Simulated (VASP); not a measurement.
# Mg in VASP: settings compared

The runs below take Mg through single point, with PBE, LDA, PBE+D3(BJ).

Program: VASP 6.6.1. These are calculated values, not measurements. Logs are shortened: lines on timing, memory, paths and dates and some standing lists are left out, and cuts for length are marked.

### Step 1. The cell of the first run

It takes space group P6/mmm (No. 191, hexagonal). The conventional cell has a = 3.050 Å, b = 3.050 Å, c = 3.045 Å, α = 90.00°, β = 90.00°, γ = 120.00°. Within 4.0 Å of Mg (site symmetry 6/mmm) lie 8 Mg at 3.04 to 3.05 Å.

### Step 2. Single point, PBE

Input file INCAR:

```
PREC = Accurate
ENCUT = 520
EDIFF = 1E-6
ISMEAR = -1
SIGMA = 0.27211386245988
LREAL = F
LASPH = T
NELM = 80
ALGO = Fast
ISIF = 2
LWAVE = F
LCHARG = T
GGA = PE
LELF = T
LVHAR = T
ISYM = 0
NBANDS = 7
```

Input file KPOINTS:

```
regular mesh
0
Gamma
  10 4 4
```

Input file POSCAR:

```
Mg
1.0
    3.0502998005      0.0000000000      0.0000000000
   -1.5251499003      2.6416371164      0.0000000000
    0.0000000000      0.0000000000      3.0448375700
Mg
1
Direct
    0.0000000000      0.0000000000      0.0000000000
```

Potentials or basis: VASP PAW PBE potentials, release 64 (Mg).

The run is started by

```
> cat potpaw_PBE.64/Mg/POTCAR > POTCAR
> mpirun -np 1 vasp_std > vasp.out
```

OUTCAR:

```text
PREC = Accurate
   ENCUT = 520
   EDIFF = 1E-6
   ISMEAR = -1
   LREAL = F
   LASPH = T
   NELM = 80
   ISIF = 2
   GGA = PE
   ISYM = 0

 ion  position               nearest neighbor table
   1  0.000  0.000  0.000-

IMPORTANT INFORMATION: All symmetrisations will be switched off!
NOSYMM: (Re-)initialisation of all symmetry stuff for point group C_1.

----------------------------------------------------------------------------------------

                                     Primitive cell

  volume of cell :      24.5346

  direct lattice vectors                    reciprocal lattice vectors
     3.050299800  0.000000000  0.000000000     0.327836628  0.189276565  0.000000000
    -1.525149900  2.641637116  0.000000000     0.000000000  0.378553130  0.000000000
     0.000000000  0.000000000  3.044837570     0.000000000  0.000000000  0.328424744

  length of vectors
     3.050299800  3.050299801  3.044837570     0.378553130  0.378553130  0.328424744

  position of ions in fractional coordinates (direct lattice)
     0.000000000  0.000000000  0.000000000

  ion indices of the primitive-cell ions
   primitive index   ion index
                 1           1

----------------------------------------------------------------------------------------

 KPOINTS: regular mesh

Automatic generation of k-mesh.
 Grid dimensions read from file:
 generate k-points for:   10    4    4

 Generating k-lattice:

  Cartesian coordinates                     Fractional coordinates (reciprocal lattice)
     0.032783663  0.018927657  0.000000000     0.100000000  0.000000000  0.000000000
     0.000000000  0.094638283  0.000000000     0.000000000  0.250000000  0.000000000
     0.000000000  0.000000000  0.082106186     0.000000000  0.000000000  0.250000000

  Length of vectors
     0.037855313  0.094638283  0.082106186

  Shift w.r.t. Gamma in fractional coordinates (k-lattice)
     0.000000000  0.000000000  0.000000000

 -----------------------------------------------------------------------------
|                                                                             |
|           W    W    AA    RRRRR   N    N  II  N    N   GGGG   !!!           |
|           W    W   A  A   R    R  NN   N  II  NN   N  G    G  !!!           |
|           W    W  A    A  R    R  N N  N  II  N N  N  G       !!!           |
|           W WW W  AAAAAA  RRRRR   N  N N  II  N  N N  G  GGG   !            |
|           WW  WW  A    A  R   R   N   NN  II  N   NN  G    G                |
|           W    W  A    A  R    R  N    N  II  N    N   GGGG   !!!           |
|                                                                             |
[... 68 lines left out ...]
   NFREE  =      0    steps in history (QN), initial steepest desc. (CG)
   ISIF   =      2    stress and relaxation
   ISYM   =      0    0-nonsym 1-usesym 2-fastsym
   POTIM  = 0.5000    time-step for ionic-motion
   TEBEG  =    0.0;   TEEND  =   0.0 temperature during run
   PSTRESS=    0.0 pullay stress
   NELECT =       2.0000    total number of electrons
   NUPDOWN=      -1.0000    fix difference up-down
   EMIN   =  10.00;   EMAX   =-10.00  energy-range for DOS
   EFERMI =   0.00;   METHOD = LEGACY
   ISMEAR =    -1;   SIGMA  =   0.27  broadening in eV -4-tet -1-fermi 0-gaus
   EFERMI_NEDOS =   21; number of points for ismear=-14 and -15
   IALGO  =     68    algorithm
   IMIX   =      4    mixing-type and parameters
     AMIX     =   0.40;   BMIX     =  1.00
     AMIX_MAG =   1.60;   BMIX_MAG =  1.00
  volume/ion in A,a.u.               =      24.53       165.57
  Fermi-wavevector in a.u.,A,eV,Ry     =   0.709836  1.341396  6.855535  0.503868
  Thomas-Fermi vector in A             =   1.796524
   LORBIT       =      0    0 simple, 1 ext, 2 COOP (PROOUT), +10 PAW based schemes
   GGA     = PE    functional components
   LHFCALC =     F    Hartree Fock is set to
   AEXX    =    0.0000 exact exchange contribution
   IVDW    =     0    specifies the selected vdW correction
   LEPSILON=     F    determine dielectric tensor
   LRPA    =     F    only Hartree local field effects (RPA)
 non-spin polarized calculation
 RMM-DIIS sequential band-by-band and
  energy-cutoff  :      520.00
  volume of cell :       24.53
 maximum number of plane-waves:       674
   NGX = 11   NGY = 11   NGZ = 11

 number of electron       2.0000000 magnetization

 Free energy of the ion-electron system (eV)
  ---------------------------------------------------
  ext. energy  EPLUGINS =         0.00000000
  ---------------------------------------------------
  free energy    TOTEN  =        -1.38156611 eV

  energy without entropy =       -1.28642394  energy(sigma->0) =       -1.33399502

 E-fermi :   2.0950     XC(G=0):  -8.2661

 val. band max:        1.8853133588   @ k =   0.1000   0.2500   0.5000
 cond. band min:       2.1046448496   @ k =   0.5000   0.0000   0.2500
 fundamental gap:      0.2193314908
 Fermi energy:         2.0949830271

 k-point     1 :       0.0000    0.0000    0.0000
  band No.  band energies     occupation
      1      -4.3796      2.00000
      2      10.2690      0.00000
      3      11.0044      0.00000
      4      14.8260      0.00000
      5      14.8268      0.00000
      6      15.9228      0.00000
      7      15.9237      0.00000
[... 221 lines left out ...]
 k-point    24 :       0.1000    0.0000    0.2500
  band No.  band energies     occupation
      1      -3.1611      2.00000
      2       4.5788      0.00022
      3      12.9608      0.00000
      4      14.5017      0.00000
      5      15.3933      0.00000
      6      18.0671      0.00000
      7      18.6209      0.00000

 [... further k-points ...]

------------------------ aborting loop because EDIFF is reached ----------------------------------------

  FORCE on cell =-STRESS in cart. coord.  units (eV):
  Direction    XX          YY          ZZ          XY          YZ          ZX
  --------------------------------------------------------------------------------------
  -------------------------------------------------------------------------------------
  Total        0.0878938      0.2389816      0.1502992     -0.1321152     -0.0000000      0.0000001
  in kB        5.7396955     15.6061290      9.8149381     -8.6274725     -0.0000003      0.0000083
  external PRESSURE =      10.3869209 kB  Pullay stress =       0.0000000 kB

 VOLUME and BASIS-vectors are now :
 -----------------------------------------------------------------------------
  energy-cutoff  :      520.00
  volume of cell :       24.53
      direct lattice vectors                 reciprocal lattice vectors
     3.050299800  0.000000000  0.000000000     0.327836628  0.189276565  0.000000000
    -1.525149900  2.641637116  0.000000000     0.000000000  0.378553130  0.000000000
     0.000000000  0.000000000  3.044837570     0.000000000  0.000000000  0.328424744

 POSITION                                       TOTAL-FORCE (eV/Angst)
 -----------------------------------------------------------------------------------
      0.00000      0.00000      0.00000        -0.000000     -0.000000      0.000000
 -----------------------------------------------------------------------------------
    total drift:                               -0.000000     -0.000000      0.000000

  FREE ENERGIE OF THE ION-ELECTRON SYSTEM (eV)
  ---------------------------------------------------
  free  energy   TOTEN  =        -1.3815661087 eV

  energy  without entropy=       -1.2864239396  energy(sigma->0) =       -1.33399502
```

stdout:

```text
POSCAR found type information on POSCAR Mg
 POSCAR found :  1 types and       1 ions
 scaLAPACK will be used
 LDA part: xc-table for (Slater+PW92), standard interpolation
 -----------------------------------------------------------------------------
|                                                                             |
|           W    W    AA    RRRRR   N    N  II  N    N   GGGG   !!!           |
|           W    W   A  A   R    R  NN   N  II  NN   N  G    G  !!!           |
|           W    W  A    A  R    R  N N  N  II  N N  N  G       !!!           |
|           W WW W  AAAAAA  RRRRR   N  N N  II  N  N N  G  GGG   !            |
|           WW  WW  A    A  R   R   N   NN  II  N   NN  G    G                |
|           W    W  A    A  R    R  N    N  II  N    N   GGGG   !!!           |
|                                                                             |
|     Your reciprocal lattice and k-lattice belong to different lattice       |
|     classes:                                                                |
|                                                                             |
|        The reciprocal lattice is hexagonal,                                 |
|        whereas your k-lattice is simple monoclinic.                         |
|                                                                             |
|     Results are often still useful ...                                      |
|                                                                             |
 -----------------------------------------------------------------------------

 POSCAR, INCAR and KPOINTS ok, starting setup
 FFT: planning ... GRIDC
 FFT: planning ... GRID_SOFT
 FFT: planning ... GRID
 WAVECAR not read
 entering main loop
```

It took 7.3 s on 1 thread of AMD EPYC 7R13 (Zen 3), shared host; peak memory 0.11 GiB.

Results:

```
Free energy            : -1.3816 eV
Pressure               : 1.0 GPa
Band gap on the k mesh : zero (band 1 reaches 4.48 eV, above the bottom of band 2 at -0.08 eV)
```

Levels at points of the mesh, in eV from the Fermi level:
| k point | band 1 | band 2 | band 3 | band 4 |
| --- | --- | --- | --- | --- |
| (0.00, 0.00, 0.00) | -6.47 | 8.17 | 8.91 | 12.73 |
| (0.50, 0.00, 0.00) | -1.41 | -0.99 | 8.42 | 8.79 |
| (0.00, 0.50, 0.00) | -1.41 | -0.99 | 8.42 | 8.79 |
| (0.50, 0.50, 0.00) | -1.41 | -0.99 | 8.42 | 8.79 |
| (0.00, 0.00, 0.50) | -2.81 | -2.17 | 14.90 | 14.90 |
| (0.50, 0.00, 0.50) | 1.65 | 2.58 | 3.20 | 3.22 |
| (0.00, 0.50, 0.50) | 1.65 | 2.58 | 3.20 | 3.22 |
| (0.50, 0.50, 0.50) | 1.65 | 2.58 | 3.20 | 3.22 |

Caveat: the k points lie up to 0.59 Å⁻¹ apart.

### Step 3. Single point, PBE

Input file INCAR:

```
SYSTEM = Mg
  ALGO = Normal
  EDIFF = 1E-6
  ENCUT = 520
  GGA = PE
  ISIF = 2
  ISMEAR = 1
  LASPH = .TRUE.
  LCHARG = .FALSE.
  LREAL = .FALSE.
  LWAVE = .FALSE.
  NBANDS = 7
  NELM = 60
  PREC = Accurate
  SIGMA = 0.06802846561497
```

Input file KPOINTS:

```
k-points
0
G
  3 3 3
  0 0 0
```

Edit POSCAR of step 2 so:

```diff
@@ -8,2 +8,2 @@
 Direct
-    0.0000000000      0.0000000000      0.0000000000
+   -0.0326658792      0.0106758707     -0.0011607986
```

Potentials or basis: VASP PAW PBE potentials, release 64 (Mg).

The run is started by

```
> cat potpaw_PBE.64/Mg/POTCAR > POTCAR
> mpirun -np 1 vasp_std > vasp.out
```

Wall time 4.1 s (1 thread of AMD EPYC 7R13, shared host); peak memory 0.1 GiB.

It converged, with:

| Item | Value |
| --- | --- |
| Free energy | -1.3062 eV |
| Pressure | -0.3 GPa |
| Band gap on the k mesh | zero (band 1 reaches 3.94 eV, above the bottom of band 2 at 2.34 eV) |

Stress tensor (GPa, compression positive):
```
-1.92  0.00  0.00
 0.00 -1.92  0.00
 0.00  0.00  3.08
```

Levels at points of the mesh, in eV from the Fermi level:
```
           k point  band 1  band 2  band 3  band 4  band 5
(0.00, 0.00, 0.00)   -7.05    7.60    8.32   12.16   12.16
```

Caveat: the k points lie up to 0.79 Å⁻¹ apart.

(Part 1 of 2 ends here.)
